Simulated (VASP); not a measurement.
A run of VASP 6.6.1 is set up as follows.

Contents of INCAR:

```
SYSTEM = Bi2Te3
PREC = Accurate
ENCUT = 520
EDIFF = 1E-7
ISMEAR = 0
SIGMA = 0.02
LREAL = .False.
LASPH = .True.
NELM = 100
ALGO = Normal
ISIF = 2
LWAVE = .False.
LCHARG = .True.
GGA = PS
LELF = .True.
LVHAR = .True.
NBANDS = 32
```

The input KPOINTS:

```
regular mesh
0
Gamma
  8 8 8
  0 0 0
```

Contents of POSCAR:

```
Bi2Te3
1.0
    2.1908260053      1.2648739839     10.0980660520
   -2.1908260053      1.2648739839     10.0980660520
    0.0000000000     -2.5297479679     10.0980660520
Bi Te
2 3
Direct
    0.3998800010      0.3998800010      0.3998800010
    0.6001199990      0.6001199990      0.6001199990
    0.0000000000      0.0000000000      0.0000000000
    0.2099163179      0.2099163179      0.2099163179
    0.7900836821      0.7900836821      0.7900836821
```

Potentials or basis: VASP PAW PBE potentials, release 64 (Bi_d, Te).

The run is started by

```bash
$ cat potpaw_PBE.64/Bi_d/POTCAR potpaw_PBE.64/Te/POTCAR > POTCAR
$ mpirun -np 1 vasp_std > vasp.out
```

Question: What does it give for the pressure?

Answer: 0.0 GPa.

Question: Estimate the band gap on the k mesh.

Answer: 0.20 eV.

Forces in eV/Å, atoms in the order of the input:
```
Bi   0.000  0.000 -0.011
Bi   0.000  0.000  0.011
Te   0.000  0.000  0.000
Te   0.000  0.000 -0.018
Te   0.000  0.000  0.018
```

Caveat: the PAW data sets were made with another functional, which shifts forces and pressure a little; spin-orbit coupling is left out, which moves the levels of the heavy elements. A k mesh can miss the band edges.
